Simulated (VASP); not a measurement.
# TaSi2 (P6_222) in VASP: notebook, part 2 of 3

VASP 6.6.1. The steps go on from the part before.

### 3 Single point, PBEsol

This run uses another cell than the first one, of 14.29 Å³/atom, 1.013 times its volume.

File INCAR:

```
  PREC = Accurate
  ENCUT = 520
  EDIFF = 1E-7
  ISMEAR = -1
  SIGMA = 0.05
  LREAL = F
  LASPH = T
  NELM = 100
  ALGO = Normal
  ISIF = 2
  LWAVE = F
  LCHARG = F
  GGA = PS
  NBANDS = 38
```

File KPOINTS:

```
Automatic mesh
0
Gamma
  7 7 4
```

File POSCAR:

```
TaSi2
1.0
    4.7565566167      0.0000000000      0.0000000000
   -2.3782783084      4.1192988646      0.0000000000
    0.0000000000      0.0000000000      6.5650487537
Ta Si
3 6
Direct
    0.0000000000      0.5000000000      0.1666666667
    0.5000000000      0.5000000000      0.8333333333
    0.5000000000      0.0000000000      0.5000000000
    0.3191775279      0.1595887640      0.1666666667
    0.1595887640      0.8404112360      0.8333333333
    0.8404112360      0.6808224721      0.5000000000
    0.6808224721      0.8404112360      0.1666666667
    0.8404112360      0.1595887640      0.8333333333
    0.1595887640      0.3191775279      0.5000000000
```

Potentials or basis: VASP PAW PBE potentials, release 64 (Ta_pv, Si).

The run is started by

```
$ cat potpaw_PBE.64/Ta_pv/POTCAR potpaw_PBE.64/Si/POTCAR > POTCAR
$ mpirun -np 1 vasp_std > vasp.out
```

OUTCAR:

```text
PREC = Accurate
   ENCUT = 520
   EDIFF = 1E-7
   ISMEAR = -1
   LREAL = F
   LASPH = T
   NELM = 100
   ISIF = 2
   GGA = PS

 ion  position               nearest neighbor table
   1  0.000  0.500  0.167-   6 2.60   9 2.60   8 2.60   5 2.60   4 2.72   7 2.72   4 2.72   7 2.72
                             7 2.80   4 2.80   3 3.23   3 3.23   2 3.23   2 3.23
   2  0.500  0.500  0.833-   6 2.60   9 2.60   7 2.60   4 2.60   5 2.72   8 2.72   5 2.72   8 2.72
                             8 2.80   5 2.80   3 3.23   3 3.23   1 3.23   1 3.23
   3  0.500  0.000  0.500-   5 2.60   8 2.60   7 2.60   4 2.60   6 2.72   9 2.72   9 2.72   6 2.72
                             9 2.80   6 2.80   1 3.23   1 3.23   2 3.23   2 3.23
   4  0.319  0.160  0.167-   9 2.55   5 2.55   3 2.60   2 2.60   7 2.63   1 2.72   1 2.72   1 2.80
                             7 2.81   7 2.81
   5  0.160  0.840  0.833-   6 2.55   4 2.55   3 2.60   1 2.60   8 2.63   2 2.72   2 2.72   2 2.80
                             8 2.81   8 2.81
   6  0.840  0.681  0.500-   7 2.55   5 2.55   2 2.60   1 2.60   9 2.63   3 2.72   3 2.72   3 2.80
                             9 2.81   9 2.81
   7  0.681  0.840  0.167-   6 2.55   8 2.55   3 2.60   2 2.60   4 2.63   1 2.72   1 2.72   1 2.80
                             4 2.81   4 2.81
   8  0.840  0.160  0.833-   9 2.55   7 2.55   3 2.60   1 2.60   5 2.63   2 2.72   2 2.72   2 2.80
                             5 2.81   5 2.81
   9  0.160  0.319  0.500-   4 2.55   8 2.55   2 2.60   1 2.60   6 2.63   3 2.72   3 2.72   3 2.80
                             6 2.81   6 2.81

  LATTYP: Found a hexagonal cell.
 ALAT       =     4.7565566167
 C/A-ratio  =     1.3802103670

  Lattice vectors:

 A1 = (   4.7565566167,   0.0000000000,   0.0000000000)
 A2 = (  -2.3782783084,   4.1192988646,   0.0000000000)
 A3 = (   0.0000000000,   0.0000000000,   6.5650487537)

Analysis of symmetry for initial positions (statically):
=====================================================================
 Subroutine PRICEL returns:
 Original cell was already a primitive cell.

 Routine SETGRP: Setting up the symmetry group for a
 hexagonal supercell.

 Subroutine GETGRP returns: Found 12 space group operations
 (whereof  4 operations were pure point group operations)
 out of a pool of 24 trial point group operations.

The static configuration has the point symmetry D_2 .
 The point group associated with its full space group is D_6 .

Analysis of symmetry for dynamics (positions and initial velocities):
=====================================================================
 Subroutine PRICEL returns:
 Original cell was already a primitive cell.

 Routine SETGRP: Setting up the symmetry group for a
 hexagonal supercell.

 Subroutine GETGRP returns: Found 12 space group operations
 (whereof  4 operations were pure point group operations)
 out of a pool of 24 trial point group operations.

The dynamic configuration has the point symmetry D_2 .
 The point group associated with its full space group is D_6 .

 Subroutine INISYM returns: Found 12 space group operations
 (whereof  4 operations are pure point group operations),
 and found     1 'primitive' translations

----------------------------------------------------------------------------------------

[... 68 lines left out ...]
  0.285714  0.142857  0.000000     12.000000
[... 16 lines left out ...]
  0.428571  0.142857  0.500000      6.000000
  0.285714  0.285714  0.500000      6.000000
   k-points           NKPTS =     24   k-points in BZ     NKDIM =     24   number of bands    NBANDS=     38
   number of dos      NEDOS =    301   number of ions     NIONS =      9
   total plane-waves  NPLWV =  64800
   dimension x,y,z NGX =    36 NGY =   36 NGZ =   50
   dimension x,y,z NGXF=    72 NGYF=   72 NGZF=  100
   ions per type =               3   6
   NGX,Y,Z   is equivalent  to a cutoff of  12.58, 12.58, 12.66 a.u.
   NGXF,Y,Z  is equivalent  to a cutoff of  25.16, 25.16, 25.32 a.u.
 SYSTEM =  unknown system
   PREC   = accura    normal or accurate (medium, high low for compatibility)
   ISTART =      0    job   : 0-new  1-cont  2-samecut
   ICHARG =      2    charge: 1-file 2-atom 10-const
   ISPIN  =      1    spin polarized calculation?
   LNONCOLLINEAR =      F non collinear calculations
   LSORBIT =      F    spin-orbit coupling
   LASPH  =      T    aspherical Exc in radial PAW
   ENCUT  =  520.0 eV  38.22 Ry    6.18 a.u.   8.84  8.84 12.21*2*pi/ulx,y,z
   NELM   =    100;   NELMIN=  2; NELMDL= -5     # of ELM steps
   EDIFF  = 0.1E-06   stopping-criterion for ELM
   LREAL  =      F    real-space projection
   EDIFFG = 0.1E-05   stopping-criterion for IOM
   NSW    =      0    number of steps for IOM
   IBRION =     -1    ionic relax: 0-MD 1-quasi-New 2-CG
   NFREE  =      0    steps in history (QN), initial steepest desc. (CG)
   ISIF   =      2    stress and relaxation
   ISYM   =      2    0-nonsym 1-usesym 2-fastsym
   POTIM  = 0.5000    time-step for ionic-motion
   TEBEG  =    0.0;   TEEND  =   0.0 temperature during run
   PSTRESS=    0.0 pullay stress
   NELECT =      57.0000    total number of electrons
   NUPDOWN=      -1.0000    fix difference up-down
   EMIN   =  10.00;   EMAX   =-10.00  energy-range for DOS
   EFERMI =   0.00;   METHOD = LEGACY
   ISMEAR =    -1;   SIGMA  =   0.05  broadening in eV -4-tet -1-fermi 0-gaus
   EFERMI_NEDOS =   21; number of points for ismear=-14 and -15
   IALGO  =     38    algorithm
   IMIX   =      4    mixing-type and parameters
     AMIX     =   0.40;   BMIX     =  1.00
     AMIX_MAG =   1.60;   BMIX_MAG =  1.00
  volume/ion in A,a.u.               =      14.29        96.45
  Fermi-wavevector in a.u.,A,eV,Ry     =   1.248097  2.358562 21.194436  1.557747
  Thomas-Fermi vector in A             =   2.382200
   LORBIT       =      0    0 simple, 1 ext, 2 COOP (PROOUT), +10 PAW based schemes
   GGA     = PS    functional components
   LHFCALC =     F    Hartree Fock is set to
   AEXX    =    0.0000 exact exchange contribution
   IVDW    =     0    specifies the selected vdW correction
   LEPSILON=     F    determine dielectric tensor
   LRPA    =     F    only Hartree local field effects (RPA)
 non-spin polarized calculation
  energy-cutoff  :      520.00
  volume of cell :      128.63
 maximum number of plane-waves:      3480
 NGX is ok and might be reduce to    36
   NGX = 17   NGY = 17   NGZ = 25

 number of electron      56.9999999 magnetization

 Free energy of the ion-electron system (eV)
  ---------------------------------------------------
  ext. energy  EPLUGINS =         0.00000000
  ---------------------------------------------------
  free energy    TOTEN  =       -77.37208307 eV

  energy without entropy =      -77.34585634  energy(sigma->0) =      -77.35896970

 E-fermi :   9.3933     XC(G=0): -12.2070

 val. band max:        9.3868531816   @ k =   0.4286   0.1429   0.0000
 cond. band min:       9.4155775807   @ k =   0.2857   0.2857   0.5000
 fundamental gap:      0.0287243990
 Fermi energy:         9.3933236131

 k-point     1 :       0.0000    0.0000    0.0000
  band No.  band energies     occupation
      1     -24.8881      2.00000
      2     -24.8881      2.00000
      3     -24.8844      2.00000
      4     -24.8133      2.00000
      5     -24.8133      2.00000
      6     -24.7167      2.00000
[... 973 lines left out ...]
     37      12.8948      0.00000
     38      13.2030      0.00000

------------------------ aborting loop because EDIFF is reached ----------------------------------------

  FORCE on cell =-STRESS in cart. coord.  units (eV):
  Direction    XX          YY          ZZ          XY          YZ          ZX
  --------------------------------------------------------------------------------------
  -------------------------------------------------------------------------------------
  Total        0.2287926      0.2287926      0.2994850     -0.0000000      0.0000000      0.0000000
  in kB        2.8496971      2.8496971      3.7301961     -0.0000000      0.0000000      0.0000000
  external PRESSURE =       3.1431968 kB  Pullay stress =       0.0000000 kB

 VOLUME and BASIS-vectors are now :
 -----------------------------------------------------------------------------
  energy-cutoff  :      520.00
  volume of cell :      128.63
      direct lattice vectors                 reciprocal lattice vectors
     4.756556617  0.000000000  0.000000000     0.210236118  0.121379880  0.000000000
    -2.378278308  4.119298865  0.000000000     0.000000000  0.242759759  0.000000000
     0.000000000  0.000000000  6.565048754     0.000000000  0.000000000  0.152321793

 POSITION                                       TOTAL-FORCE (eV/Angst)
 -----------------------------------------------------------------------------------
     -1.18914      2.05965      1.09417         0.000000      0.000000     -0.000000
      1.18914      2.05965      5.47087         0.000000     -0.000000      0.000000
      2.37828      0.00000      3.28252         0.000000     -0.000000     -0.000000
      1.13864      0.65739      1.09417        -0.002115     -0.001221     -0.000000
     -1.23964      3.46191      5.47087        -0.002115      0.001221     -0.000000
      2.37828      2.80451      3.28252        -0.000000      0.002442     -0.000000
      1.23964      3.46191      1.09417         0.002115      0.001221     -0.000000
      3.61792      0.65739      5.47087         0.002115     -0.001221     -0.000000
      0.00000      1.31479      3.28252         0.000000     -0.002442     -0.000000
 -----------------------------------------------------------------------------------
    total drift:                               -0.000000     -0.000000     -0.000000

  FREE ENERGIE OF THE ION-ELECTRON SYSTEM (eV)
  ---------------------------------------------------
  free  energy   TOTEN  =       -77.3720830659 eV

  energy  without entropy=      -77.3458563396  energy(sigma->0) =      -77.35896970
```

It took 1.9 min on 1 thread of Intel Xeon Platinum 8375C at 2.90GHz (Ice Lake), shared host; peak memory 0.28 GiB.

Results:

```yaml
Free_energy: -77.3721 eV
Pressure: 0.3 GPa
```

Forces on the atoms (eV/Å):
```
Ta   0.000  0.000  0.000
Ta   0.000  0.000  0.000
Ta   0.000  0.000  0.000
Si  -0.002 -0.001  0.000
Si  -0.002  0.001  0.000
Si   0.000  0.002  0.000
Si   0.002  0.001  0.000
Si   0.002 -0.001  0.000
Si   0.000 -0.002  0.000
```

Levels at points of the mesh, in eV from the Fermi level:
```
           k point  band 26  band 27  band 28  band 29  band 30  band 31  band 32  band 33
(0.00, 0.00, 0.00)    -2.38    -2.22    -2.22    -1.48     0.69     3.03     3.03     3.51
(0.00, 0.00, 0.50)    -1.95    -1.76    -1.76     1.10     1.10     2.70     2.70     3.44
```

Caveat: the PAW data sets were made with another functional, which shifts forces and pressure a little; spin-orbit coupling is left out, which moves the levels of the heavy elements.

(Continued in part 3 of 3.)
